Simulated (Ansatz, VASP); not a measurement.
One calculation of MnS, two programs

```xyz
2
Lattice="0.0000 2.6101 2.6101 2.6101 0.0000 2.6101 2.6101 2.6101 0.0000" Properties=species:S:1:pos:R:3 pbc="T T T"
Mn    0.0000    0.0000    0.0000
S     2.6101    2.6101    2.6101
```

Alike in both runs: functional r2SCAN; k mesh 14 × 14 × 14; occupations gaussian, width 0.1 eV; collinear spin.

Ansatz relaxed the structure, and its values are those at the end. VASP's run is a single point on that final structure, the one shown.

|  | VASP | Ansatz |
| --- | --- | --- |
| version | VASP 6.6.1 | Ansatz 0.2.0 |
| potentials or method | VASP PAW PBE potentials, release 64 (Mn_pv, S), cutoff 520 eV | scalar-relativistic, plane waves, PAW |
| valence electrons in the cell | 19 | 21 |

VASP gave:

* gap on the k mesh at the Fermi level (eV): none
* pressure (GPa): 0.0
* net moment per atom (μB): 2.49
* size of the moment on the site where the two differ most (μB): 0.14

**Question.** Estimate Ansatz's values.

**Answer.** gap on the k mesh at the Fermi level (eV): none; pressure (GPa): 0.0; net moment per atom (μB): 2.49; size of the moment on the site where the two differ most (μB): 0.18.

VASP's potentials were made for PBE, not for r2SCAN. Site moments also hang on the region over which each program counts them. A gap of «none» marks a metal or a gap that the smearing closes. The functional is the same, so the differences come from potentials, cutoffs and numerics. VASP's potentials hold 19 valence electrons a cell and Ansatz's 21, so a difference there can come from the potentials and not from the codes.
